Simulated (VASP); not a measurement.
# AlP2 (P6_3mc) in VASP: relaxation of cell and atoms with PBE

Aim: the relaxation of cell and atoms of AlP2 with PBE.

Everything below comes from runs of VASP 6.6.1. Logs are shortened: lines on timing, memory, paths and dates and some standing lists are left out, and cuts for length are marked.

## 1. The cell of the first run

The structure is hexagonal, space group P6_3mc (No. 186). Conventional cell: a = 3.447 Å, b = 3.447 Å, c = 9.441 Å, α = 90.00°, β = 90.00°, γ = 120.00°. Within 3.5 Å of Al (site symmetry 3m) lie 7 P at 2.54 to 3.14 Å and 6 Al at 3.45 Å. P (site symmetry 3m) has 3 P at 2.51 Å and 4 Al at 2.54 to 3.14 Å within 3.3 Å. Within 3.3 Å of P (site symmetry 3m) lie 3 P at 2.51 Å and 3 Al at 2.56 Å.

## 2. Relaxation of cell and atoms, PBE

INCAR

```
PREC = Accurate ; ENCUT = 600
EDIFF = 1E-6 ; ISMEAR = 0
SIGMA = 0.1 ; LREAL = False
LASPH = True ; NELM = 60
ALGO = Normal ; ISIF = 3
LWAVE = False ; LCHARG = False
GGA = PE ; IBRION = 2
NSW = 100 ; EDIFFG = -0.01
```

KPOINTS

```
Automatic mesh
0
Gamma
  12 12 4
```

POSCAR

```
AlP2
1.0
    3.4466713298      0.0000000000      0.0000000000
   -1.7233356649      2.9849049301      0.0000000000
    0.0000000000      0.0000000000      9.4414572101
Al P
2 4
Direct
    0.3333333333      0.6666666667      0.3763136945
    0.6666666667      0.3333333333      0.8763136945
    0.3333333333      0.6666666667      0.0435566459
    0.6666666667      0.3333333333      0.5435566459
    0.0000000000      0.0000000000      0.2051296595
    0.0000000000      0.0000000000      0.7051296595
```

Potentials or basis: VASP PAW PBE potentials, release 64 (Al, P).

Run with:

```bash
$ cat potpaw_PBE.64/Al/POTCAR potpaw_PBE.64/P/POTCAR > POTCAR
$ mpirun -np 1 vasp_std > vasp.out
```

OUTCAR:

```text
PREC = Accurate
   ENCUT = 600
   EDIFF = 1E-6
   ISMEAR = 0
   LREAL = False
   LASPH = True
   NELM = 60
   ISIF = 3
   GGA = PE
   IBRION = 2
   NSW = 100
   EDIFFG = -0.01

 ion  position               nearest neighbor table
   1  0.333  0.667  0.376-   4 2.54   4 2.54   4 2.54   5 2.56   5 2.56   5 2.56   3 3.14
   2  0.667  0.333  0.876-   3 2.54   3 2.54   3 2.54   6 2.56   6 2.56   6 2.56   4 3.14
   3  0.333  0.667  0.044-   5 2.51   5 2.51   5 2.51   2 2.54   2 2.54   2 2.54   1 3.14
   4  0.667  0.333  0.544-   6 2.51   6 2.51   6 2.51   1 2.54   1 2.54   1 2.54   2 3.14
   5  0.000  0.000  0.205-   3 2.51   3 2.51   3 2.51   1 2.56   1 2.56   1 2.56
   6  0.000  0.000  0.705-   4 2.51   4 2.51   4 2.51   2 2.56   2 2.56   2 2.56

  LATTYP: Found a hexagonal cell.
 ALAT       =     3.4466713298
 C/A-ratio  =     2.7392972253

  Lattice vectors:

 A1 = (   3.4466713298,   0.0000000000,   0.0000000000)
 A2 = (  -1.7233356649,   2.9849049301,   0.0000000000)
 A3 = (   0.0000000000,   0.0000000000,   9.4414572101)

Analysis of symmetry for initial positions (statically):
=====================================================================
 Subroutine PRICEL returns:
 Original cell was already a primitive cell.

 Routine SETGRP: Setting up the symmetry group for a
 hexagonal supercell.

 Subroutine GETGRP returns: Found 12 space group operations
 (whereof  6 operations were pure point group operations)
 out of a pool of 24 trial point group operations.

The static configuration has the point symmetry C_3v.
 The point group associated with its full space group is C_6v.

Analysis of symmetry for dynamics (positions and initial velocities):
=====================================================================
 Subroutine PRICEL returns:
 Original cell was already a primitive cell.

 Routine SETGRP: Setting up the symmetry group for a
 hexagonal supercell.

 Subroutine GETGRP returns: Found 12 space group operations
 (whereof  6 operations were pure point group operations)
 out of a pool of 24 trial point group operations.

The dynamic configuration has the point symmetry C_3v.
 The point group associated with its full space group is C_6v.

 Subroutine INISYM returns: Found 12 space group operations
 (whereof  6 operations are pure point group operations),
 and found     1 'primitive' translations

----------------------------------------------------------------------------------------

                                     Primitive cell

  volume of cell :      97.1336

  direct lattice vectors                    reciprocal lattice vectors
     3.446671330  0.000000000  0.000000000     0.290135004  0.167509523  0.000000000
    -1.723335665  2.984904930  0.000000000     0.000000000  0.335019045  0.000000000
     0.000000000  0.000000000  9.441457210     0.000000000  0.000000000  0.105915854

  length of vectors
     3.446671330  3.446671330  9.441457210     0.335019045  0.335019045  0.105915854

  position of ions in fractional coordinates (direct lattice)
     0.333333333  0.666666667  0.376313694
     0.666666667  0.333333333  0.876313694
     0.333333333  0.666666667  0.043556646
     0.666666667  0.333333333  0.543556646
     0.000000000  0.000000000  0.205129660
     0.000000000  0.000000000  0.705129660

  ion indices of the primitive-cell ions
   primitive index   ion index
                 1           1
                 2           2
                 3           3
                 4           4
                 5           5
                 6           6

----------------------------------------------------------------------------------------

 KPOINTS: Automatic mesh

Automatic generation of k-mesh.
 Grid dimensions read from file:
 generate k-points for:   12   12    4

 Generating k-lattice:

  Cartesian coordinates                     Fractional coordinates (reciprocal lattice)
     0.024177917  0.013959127  0.000000000     0.083333333 -0.000000000  0.000000000
     0.000000000  0.027918254  0.000000000     0.000000000  0.083333333  0.000000000
     0.000000000  0.000000000  0.026478963     0.000000000  0.000000000  0.250000000

  Length of vectors
     0.027918254  0.027918254  0.026478963

  Shift w.r.t. Gamma in fractional coordinates (k-lattice)
     0.000000000  0.000000000  0.000000000

 Subroutine IBZKPT returns following result:
 ===========================================

 Found     57 irreducible k-points:

 Following reciprocal coordinates:
            Coordinates               Weight
  0.000000  0.000000  0.000000      1.000000
  0.083333  0.000000  0.000000      6.000000
  0.166667  0.000000  0.000000      6.000000
  0.250000  0.000000  0.000000      6.000000
  0.333333  0.000000  0.000000      6.000000
  0.416667  0.000000  0.000000      6.000000
[... 16 lines left out ...]
  0.250000  0.000000  0.250000     12.000000
  0.333333  0.000000  0.250000     12.000000
 [... further k-points ...]
   k-points           NKPTS =     57   k-points in BZ     NKDIM =     57   number of bands    NBANDS=     17
   number of dos      NEDOS =    301   number of ions     NIONS =      6
   total plane-waves  NPLWV =  62720
   dimension x,y,z NGX =    28 NGY =   28 NGZ =   80
   dimension x,y,z NGXF=    56 NGYF=   56 NGZF=  160
   ions per type =               2   4
   NGX,Y,Z   is equivalent  to a cutoff of  13.51, 13.51, 14.09 a.u.
   NGXF,Y,Z  is equivalent  to a cutoff of  27.01, 27.01, 28.17 a.u.
 SYSTEM =  unknown system
   PREC   = accura    normal or accurate (medium, high low for compatibility)
   ISTART =      0    job   : 0-new  1-cont  2-samecut
   ICHARG =      2    charge: 1-file 2-atom 10-const
   ISPIN  =      1    spin polarized calculation?
   LNONCOLLINEAR =      F non collinear calculations
   LSORBIT =      F    spin-orbit coupling
   LASPH  =      T    aspherical Exc in radial PAW
   ENCUT  =  600.0 eV  44.10 Ry    6.64 a.u.   6.88  6.88 18.86*2*pi/ulx,y,z
   NELM   =     60;   NELMIN=  2; NELMDL= -5     # of ELM steps
   EDIFF  = 0.1E-05   stopping-criterion for ELM
   LREAL  =      F    real-space projection
   EDIFFG = -.1E-01   stopping-criterion for IOM
   NSW    =    100    number of steps for IOM
   IBRION =      2    ionic relax: 0-MD 1-quasi-New 2-CG
   NFREE  =      1    steps in history (QN), initial steepest desc. (CG)
   ISIF   =      3    stress and relaxation
   ISYM   =      2    0-nonsym 1-usesym 2-fastsym
   POTIM  = 0.5000    time-step for ionic-motion
   TEBEG  =    0.0;   TEEND  =   0.0 temperature during run
   PSTRESS=    0.0 pullay stress
   NELECT =      26.0000    total number of electrons
   NUPDOWN=      -1.0000    fix difference up-down
   EMIN   =  10.00;   EMAX   =-10.00  energy-range for DOS
   EFERMI =   0.00;   METHOD = LEGACY
   ISMEAR =     0;   SIGMA  =   0.10  broadening in eV -4-tet -1-fermi 0-gaus
   EFERMI_NEDOS =   21; number of points for ismear=-14 and -15
   IALGO  =     38    algorithm
   IMIX   =      4    mixing-type and parameters
     AMIX     =   0.40;   BMIX     =  1.00
     AMIX_MAG =   1.60;   BMIX_MAG =  1.00
  volume/ion in A,a.u.               =      16.19       109.25
  Fermi-wavevector in a.u.,A,eV,Ry     =   1.055058  1.993770 15.145276  1.113146
  Thomas-Fermi vector in A             =   2.190241
   LORBIT       =      0    0 simple, 1 ext, 2 COOP (PROOUT), +10 PAW based schemes
   GGA     = PE    functional components
   LHFCALC =     F    Hartree Fock is set to
   AEXX    =    0.0000 exact exchange contribution
   IVDW    =     0    specifies the selected vdW correction
   LEPSILON=     F    determine dielectric tensor
   LRPA    =     F    only Hartree local field effects (RPA)
 conjugate gradient relaxation of ions
 non-spin polarized calculation
 Gauss-broadening in eV      SIGMA  =   0.10
  energy-cutoff  :      600.00
  volume of cell :       97.13
 maximum number of plane-waves:      3260
 NGX is ok and might be reduce to    28
   NGX = 13   NGY = 13   NGZ = 37

--------------------------------------- Ionic step        1  -------------------------------------------

 number of electron      25.9999999 magnetization

 Free energy of the ion-electron system (eV)
  ---------------------------------------------------
  ext. energy  EPLUGINS =         0.00000000
  ---------------------------------------------------
  free energy    TOTEN  =       -28.53964404 eV

  energy without entropy =      -28.52554991  energy(sigma->0) =      -28.53259698

------------------------ aborting loop because EDIFF is reached ----------------------------------------

  FORCE on cell =-STRESS in cart. coord.  units (eV):
  Direction    XX          YY          ZZ          XY          YZ          ZX
  --------------------------------------------------------------------------------------
  -------------------------------------------------------------------------------------
  Total       -1.0297178     -1.0297178      1.4241613      0.0000000      0.0000000      0.0000000
  in kB      -16.9847594    -16.9847594     23.4909386      0.0000000      0.0000000      0.0000000
  external PRESSURE =      -3.4928601 kB  Pullay stress =       0.0000000 kB
[... 265 lines left out ...]
  energy  without entropy=      -28.5610454045  energy(sigma->0) =      -28.56587625

--------------------------------------- Ionic step        8  -------------------------------------------

 number of electron      25.9999999 magnetization

 Free energy of the ion-electron system (eV)
  ---------------------------------------------------
  ext. energy  EPLUGINS =         0.00000000
  ---------------------------------------------------
  free energy    TOTEN  =       -28.57077600 eV

  energy without entropy =      -28.56112908  energy(sigma->0) =      -28.56595254

 E-fermi :   8.2865     XC(G=0): -10.6505

 val. band max:        8.2745017995   @ k =   0.4167   0.0833   0.2500
 cond. band min:       8.2948231002   @ k =   0.3333   0.1667   0.0000
 fundamental gap:      0.0203213007
 Fermi energy:         8.2864767181

 k-point     1 :       0.0000    0.0000    0.0000
  band No.  band energies     occupation
      1      -6.5390      2.00000
      2      -5.9491      2.00000
      3      -3.4176      2.00000
      4      -0.9160      2.00000
      5       1.1105      2.00000
      6       5.7956      2.00000
[... 9 lines left out ...]
     16      10.2010      0.00000
     17      11.6781      0.00000
[... 443 lines left out ...]
      1      -4.8584      2.00000
      2      -4.5010      2.00000
      3      -1.8071      2.00000
      4      -0.8441      2.00000
      5       1.4897      2.00000
      6       1.9525      2.00000
[... 9 lines left out ...]
     16       9.8331      0.00000
     17      10.7297      0.00000

 [... further k-points ...]

------------------------ aborting loop because EDIFF is reached ----------------------------------------

  FORCE on cell =-STRESS in cart. coord.  units (eV):
  Direction    XX          YY          ZZ          XY          YZ          ZX
  --------------------------------------------------------------------------------------
  -------------------------------------------------------------------------------------
  Total       -0.0090542     -0.0090542      0.0006953      0.0000000      0.0000000     -0.0000000
  in kB       -0.1511190     -0.1511190      0.0116053      0.0000000      0.0000000     -0.0000000
  external PRESSURE =      -0.0968776 kB  Pullay stress =       0.0000000 kB
[... 21 lines left out ...]
  FREE ENERGIE OF THE ION-ELECTRON SYSTEM (eV)
  ---------------------------------------------------
  free  energy   TOTEN  =       -28.5707759979 eV

  energy  without entropy=      -28.5611290782  energy(sigma->0) =      -28.56595254

 reached required accuracy - stopping structural energy minimisation
```

Run time: 12 min. Hardware: 1 thread of Intel Xeon 8259CL, shared host; peak memory 0.3 GiB.

Results:

```yaml
Free_energy: -28.5708 eV
Relaxed_volume: 16.00 Å³/atom
Relaxed_cell: a = 3.393 Å, b = 3.393 Å, c = 9.626 Å, α = 90.00°, β = 90.00°, γ = 120.00°
Space_group_after_relaxing_to_0.1_Å: P6_3mc (No. 186)
Energy_gained_by_relaxing: 5.2 meV/atom
Ionic_steps: 8
Pressure_after_relaxing: 0.0 GPa
Largest_force_after_relaxing: 0.010 eV/Å
Band_gap_on_the_k_mesh: zero (bands 13 and 14 overlap by 2.76 eV)
```

Forces in eV/Å, atoms in the order of the input:
```
Al   0.000  0.000  0.010
Al   0.000  0.000  0.010
P    0.000  0.000 -0.004
P    0.000  0.000 -0.004
P    0.000  0.000 -0.006
P    0.000  0.000 -0.006
```

Step by step:
| step | energy change (eV) | largest force (eV/Å) | pressure (GPa) | volume (Å³) |
| --- | --- | --- | --- | --- |
| 1 | 0.0000 | 0.1188 | -0.35 | 97.13 |
| 2 | -0.0231 | 0.1208 | -0.29 | 96.63 |
| 3 | -0.0248 | 0.1709 | -0.25 | 96.46 |
| 4 | -0.0289 | 0.0985 | 0.08 | 96.03 |
| 5 | -0.0303 | 0.0432 | 0.40 | 95.63 |
| 6 | -0.0309 | 0.0235 | -0.18 | 96.16 |
| 7 | -0.0311 | 0.0217 | -0.02 | 96.01 |
| 8 | -0.0311 | 0.0100 | -0.01 | 95.99 |

Final structure:
```
Al P
1.0
     3.39344    0.00000    0.00000
    -1.69672    2.93880    0.00000
     0.00000    0.00000    9.62571
Al P
2 4
Cartesian
  0.0000 1.9592 3.6120
  1.6967 0.9796 8.4249
  0.0000 1.9592 0.4366
  1.6967 0.9796 5.2495
  -1.6967 2.9388 1.9674
  0.0000 0.0000 6.7803
```

Levels at points of the mesh, in eV from the Fermi level:
```tsv
k point	band 10	band 11	band 12	band 13	band 14	band 15	band 16	band 17
(0.00, 0.00, 0.00)	-0.92	-0.39	1.25	1.25	1.51	1.51	1.91	3.39
(0.50, 0.00, 0.00)	-3.27	-2.85	-2.81	-0.27	-0.19	0.65	1.62	1.71
(0.00, 0.00, 0.50)	-0.99	1.37	1.37	1.37	1.37	1.44	1.44	4.10
(0.50, 0.00, 0.50)	-3.07	-1.79	-1.79	-0.80	-0.80	0.62	0.62	1.99
```
